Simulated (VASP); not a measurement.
# Rh (Im-3m) in VASP: further runs

Runs on Rh. Level: LDA. Tasks: single point.

Program: VASP 6.6.1. These are calculated values, not measurements. Logs are shortened: lines on timing, memory, paths and dates and some standing lists are left out, and cuts for length are marked.

## 1. The cell of the first run

It takes space group Im-3m (No. 229, cubic). The conventional cell has a = 3.007 Å, b = 3.007 Å, c = 3.007 Å, α = 90.00°, β = 90.00°, γ = 90.00°. Rh (site symmetry m-3m) has 14 Rh at 2.60 to 3.01 Å within 3.4 Å.

This isn't the form of Rh at room conditions, which is fcc.

## 2. Single point, LDA

Input file INCAR:

```
SYSTEM = Rh
ALGO = Normal
EDIFF = 1E-6
ENCUT = 620
GGA_COMPAT = .FALSE.
ISIF = 2
ISMEAR = 0
LASPH = .TRUE.
LCHARG = .FALSE.
LREAL = .FALSE.
LWAVE = .FALSE.
NBANDS = 14
NELM = 120
PREC = Accurate
SIGMA = 0.1
```

Input file KPOINTS:

```
k-points
0
G
  12 12 12
  0 0 0
```

Input file POSCAR:

```
Rh
1.0
   -1.5033588369      1.5033588369      1.5033588369
    1.5033588369     -1.5033588369      1.5033588369
    1.5033588369      1.5033588369     -1.5033588369
Rh
1
Direct
    0.0000000000      0.0000000000      0.0000000000
```

Potentials or basis: VASP PAW LDA potentials, release 64 (Rh_sv_GW).

Run with:

```sh
$ cat potpaw_LDA.64/Rh_sv_GW/POTCAR > POTCAR
$ mpirun -np 1 vasp_std > vasp.out
```

OUTCAR:

```text
SYSTEM = Rh
   EDIFF = 1E-6
   ENCUT = 620
   ISIF = 2
   ISMEAR = 0
   LASPH = .TRUE.
   LREAL = .FALSE.
   NELM = 120
   PREC = Accurate

 ion  position               nearest neighbor table
   1  0.000  0.000  0.000-

  LATTYP: Found a body centered cubic cell.
 ALAT       =     3.0067176738

  Lattice vectors:

 A1 = (  -1.5033588369,   1.5033588369,   1.5033588369)
 A2 = (   1.5033588369,  -1.5033588369,   1.5033588369)
 A3 = (   1.5033588369,   1.5033588369,  -1.5033588369)

Analysis of symmetry for initial positions (statically):
=====================================================================
 Subroutine PRICEL returns:
 Original cell was already a primitive cell.

 Routine SETGRP: Setting up the symmetry group for a
 body centered cubic supercell.

 Subroutine GETGRP returns: Found 48 space group operations
 (whereof 48 operations were pure point group operations)
 out of a pool of 48 trial point group operations.

The static configuration has the point symmetry O_h .

Analysis of symmetry for dynamics (positions and initial velocities):
=====================================================================
 Subroutine PRICEL returns:
 Original cell was already a primitive cell.

 Routine SETGRP: Setting up the symmetry group for a
 body centered cubic supercell.

 Subroutine GETGRP returns: Found 48 space group operations
 (whereof 48 operations were pure point group operations)
 out of a pool of 48 trial point group operations.

The dynamic configuration has the point symmetry O_h .

 Subroutine INISYM returns: Found 48 space group operations
 (whereof 48 operations are pure point group operations),
 and found     1 'primitive' translations

----------------------------------------------------------------------------------------

                                     Primitive cell

  volume of cell :      13.5909

  direct lattice vectors                    reciprocal lattice vectors
    -1.503358837  1.503358837  1.503358837     0.000000000  0.332588593  0.332588593
     1.503358837 -1.503358837  1.503358837     0.332588593  0.000000000  0.332588593
     1.503358837  1.503358837 -1.503358837     0.332588593  0.332588593  0.000000000

  length of vectors
     2.603893888  2.603893888  2.603893888     0.470351299  0.470351299  0.470351299

  position of ions in fractional coordinates (direct lattice)
     0.000000000  0.000000000  0.000000000

  ion indices of the primitive-cell ions
   primitive index   ion index
                 1           1

----------------------------------------------------------------------------------------

 KPOINTS: k-points

Automatic generation of k-mesh.
 Grid dimensions read from file:
 generate k-points for:   12   12   12

 Generating k-lattice:

  Cartesian coordinates                     Fractional coordinates (reciprocal lattice)
     0.000000000  0.027715716  0.027715716     0.083333333  0.000000000  0.000000000
     0.027715716  0.000000000  0.027715716     0.000000000  0.083333333  0.000000000
     0.027715716  0.027715716  0.000000000     0.000000000  0.000000000  0.083333333

  Length of vectors
     0.039195942  0.039195942  0.039195942

  Shift w.r.t. Gamma in fractional coordinates (k-lattice)
     0.000000000  0.000000000  0.000000000

 Subroutine IBZKPT returns following result:
 ===========================================

 Found     72 irreducible k-points:

 Following reciprocal coordinates:
            Coordinates               Weight
  0.000000  0.000000  0.000000      1.000000
  0.083333  0.000000  0.000000     12.000000
  0.166667  0.000000  0.000000     12.000000
  0.250000  0.000000  0.000000     12.000000
  0.333333  0.000000  0.000000     12.000000
  0.416667  0.000000  0.000000     12.000000
[... 16 lines left out ...]
  0.333333  0.083333  0.083333     24.000000
  0.416667  0.083333  0.083333     12.000000
 [... further k-points ...]
   k-points           NKPTS =     72   k-points in BZ     NKDIM =     72   number of bands    NBANDS=     14
   number of dos      NEDOS =    301   number of ions     NIONS =      1
   total plane-waves  NPLWV =  13824
   dimension x,y,z NGX =    24 NGY =   24 NGZ =   24
   dimension x,y,z NGXF=    48 NGYF=   48 NGZF=   48
   ions per type =               1
   NGX,Y,Z   is equivalent  to a cutoff of  15.32, 15.32, 15.32 a.u.
   NGXF,Y,Z  is equivalent  to a cutoff of  30.65, 30.65, 30.65 a.u.
 SYSTEM =  Rh
   PREC   = accura    normal or accurate (medium, high low for compatibility)
   ISTART =      0    job   : 0-new  1-cont  2-samecut
   ICHARG =      2    charge: 1-file 2-atom 10-const
   ISPIN  =      1    spin polarized calculation?
   LNONCOLLINEAR =      F non collinear calculations
   LSORBIT =      F    spin-orbit coupling
   LASPH  =      T    aspherical Exc in radial PAW
   ENCUT  =  620.0 eV  45.57 Ry    6.75 a.u.   5.29  5.29  5.29*2*pi/ulx,y,z
   NELM   =    120;   NELMIN=  2; NELMDL= -5     # of ELM steps
   EDIFF  = 0.1E-05   stopping-criterion for ELM
   LREAL  =      F    real-space projection
   EDIFFG = 0.1E-04   stopping-criterion for IOM
   NSW    =      0    number of steps for IOM
   IBRION =     -1    ionic relax: 0-MD 1-quasi-New 2-CG
   NFREE  =      0    steps in history (QN), initial steepest desc. (CG)
   ISIF   =      2    stress and relaxation
   ISYM   =      2    0-nonsym 1-usesym 2-fastsym
   POTIM  = 0.5000    time-step for ionic-motion
   TEBEG  =    0.0;   TEEND  =   0.0 temperature during run
   PSTRESS=    0.0 pullay stress
   NELECT =      17.0000    total number of electrons
   NUPDOWN=      -1.0000    fix difference up-down
   EMIN   =  10.00;   EMAX   =-10.00  energy-range for DOS
   EFERMI =   0.00;   METHOD = LEGACY
   ISMEAR =     0;   SIGMA  =   0.10  broadening in eV -4-tet -1-fermi 0-gaus
   EFERMI_NEDOS =   21; number of points for ismear=-14 and -15
   IALGO  =     38    algorithm
   IMIX   =      4    mixing-type and parameters
     AMIX     =   0.40;   BMIX     =  1.00
     AMIX_MAG =   1.60;   BMIX_MAG =  1.00
  volume/ion in A,a.u.               =      13.59        91.72
  Fermi-wavevector in a.u.,A,eV,Ry     =   1.763905  3.333297 42.332627  3.111360
  Thomas-Fermi vector in A             =   2.831988
   LORBIT       =      0    0 simple, 1 ext, 2 COOP (PROOUT), +10 PAW based schemes
   GGA     = CA    functional components
   LHFCALC =     F    Hartree Fock is set to
   AEXX    =    0.0000 exact exchange contribution
   IVDW    =     0    specifies the selected vdW correction
   LEPSILON=     F    determine dielectric tensor
   LRPA    =     F    only Hartree local field effects (RPA)
 non-spin polarized calculation
 Gauss-broadening in eV      SIGMA  =   0.10
  energy-cutoff  :      620.00
  volume of cell :       13.59
 maximum number of plane-waves:       490
 NGX is ok and might be reduce to    24
   NGX = 11   NGY = 11   NGZ = 11

 number of electron      16.9999997 magnetization

 Free energy of the ion-electron system (eV)
  ---------------------------------------------------
  ext. energy  EPLUGINS =         0.00000000
  ---------------------------------------------------
  free energy    TOTEN  =        -7.42887277 eV

  energy without entropy =       -7.41621380  energy(sigma->0) =       -7.42254328

 E-fermi :  10.6368     XC(G=0): -14.4818

 val. band max:       10.6200599801   @ k =   0.2500   0.1667   0.0000
 cond. band min:      10.6542854482   @ k =   0.3333   0.0833   0.0000
 fundamental gap:      0.0342254680
 Fermi energy:        10.6367658205

 k-point     1 :       0.0000    0.0000    0.0000
  band No.  band energies     occupation
      1     -67.5220      2.00000
      2     -35.2033      2.00000
      3     -35.2033      2.00000
      4     -35.2033      2.00000
      5       2.6869      2.00000
      6       7.5578      2.00000
      7       7.5578      2.00000
      8       7.5578      2.00000
      9      10.1596      2.00000
     10      10.1596      2.00000
     11      28.8271      0.00000
     12      28.8271      0.00000
     13      28.8271      0.00000
     14      39.5263      0.00000

 k-point     2 :       0.0833    0.0000    0.0000
  band No.  band energies     occupation
      1     -67.5132      2.00000
      2     -35.2586      2.00000
      3     -35.2215      2.00000
      4     -35.2034      2.00000
      5       2.9832      2.00000
      6       7.4345      2.00000
      7       7.5539      2.00000
      8       7.8010      2.00000
      9      10.0083      2.00000
     10      10.1678      2.00000
     11      28.9472      0.00000
     12      29.0012      0.00000
     13      29.2597      0.00000
     14      37.4046      0.00000

 k-point     3 :       0.1667    0.0000    0.0000
  band No.  band energies     occupation
      1     -67.4889      2.00000
      2     -35.4078      2.00000
      3     -35.2709      2.00000
      4     -35.2036      2.00000
      5       3.7729      2.00000
      6       7.1123      2.00000
      7       7.5375      2.00000
      8       8.5023      2.00000
      9       9.7559      2.00000
     10      10.2022      2.00000
     11      28.8528      0.00000
     12      28.8960      0.00000
     13      30.4813      0.00000
     14      35.6980      0.00000
[... 324 lines left out ...]
 k-point    23 :       0.3333    0.0833    0.0833
  band No.  band energies     occupation
      1     -67.3944      2.00000
      2     -35.9096      2.00000
      3     -35.4752      2.00000
      4     -35.2553      2.00000
      5       5.1071      2.00000
      6       6.0482      2.00000
      7       9.0891      2.00000
      8      10.1513      2.00000
      9      10.5099      1.92715
     10      14.0430      0.00000
     11      21.4682      0.00000
     12      25.4038      0.00000
     13      27.5949      0.00000
     14      35.1980      0.00000

 k-point    24 :       0.4167    0.0833    0.0833
  band No.  band energies     occupation
      1     -67.3864      2.00000
      2     -35.9442      2.00000
      3     -35.5019      2.00000
      4     -35.2565      2.00000
      5       4.9960      2.00000
      6       5.9721      2.00000
      7       9.6956      2.00000
      8      10.2081      2.00000
      9      10.5536      1.76068
     10      14.9747      0.00000
     11      20.0566      0.00000
     12      25.0542      0.00000
     13      27.0793      0.00000
     14      36.0602      0.00000

 [... further k-points ...]

------------------------ aborting loop because EDIFF is reached ----------------------------------------

  FORCE on cell =-STRESS in cart. coord.  units (eV):
  Direction    XX          YY          ZZ          XY          YZ          ZX
  --------------------------------------------------------------------------------------
  -------------------------------------------------------------------------------------
  Total        0.0301549      0.0301549      0.0301549      0.0000000      0.0000000      0.0000000
  in kB        3.5548482      3.5548482      3.5548482      0.0000000      0.0000000      0.0000000
  external PRESSURE =       3.5548482 kB  Pullay stress =       0.0000000 kB

 VOLUME and BASIS-vectors are now :
 -----------------------------------------------------------------------------
  energy-cutoff  :      620.00
  volume of cell :       13.59
      direct lattice vectors                 reciprocal lattice vectors
    -1.503358837  1.503358837  1.503358837     0.000000000  0.332588593  0.332588593
     1.503358837 -1.503358837  1.503358837     0.332588593  0.000000000  0.332588593
     1.503358837  1.503358837 -1.503358837     0.332588593  0.332588593  0.000000000

 POSITION                                       TOTAL-FORCE (eV/Angst)
 -----------------------------------------------------------------------------------
      0.00000      0.00000      0.00000         0.000000     -0.000000      0.000000
 -----------------------------------------------------------------------------------
    total drift:                               -0.000000      0.000000      0.000000

  FREE ENERGIE OF THE ION-ELECTRON SYSTEM (eV)
  ---------------------------------------------------
  free  energy   TOTEN  =        -7.4288727679 eV

  energy  without entropy=       -7.4162138002  energy(sigma->0) =       -7.42254328
```

Run time: 8.6 s. Hardware: 1 thread of AMD EPYC 9R45 (Zen 5), shared host; peak memory 0.12 GiB.

What came out:

```yaml
Free_energy: -7.4289 eV
Pressure: 0.4 GPa
Band_gap_on_the_k_mesh: zero (an odd number of electrons rules out a gap without spin polarisation)
```

(Continued in part 2 of 2.)

The gap in the log of VASP goes by the Fermi energy; the results here count the filled bands.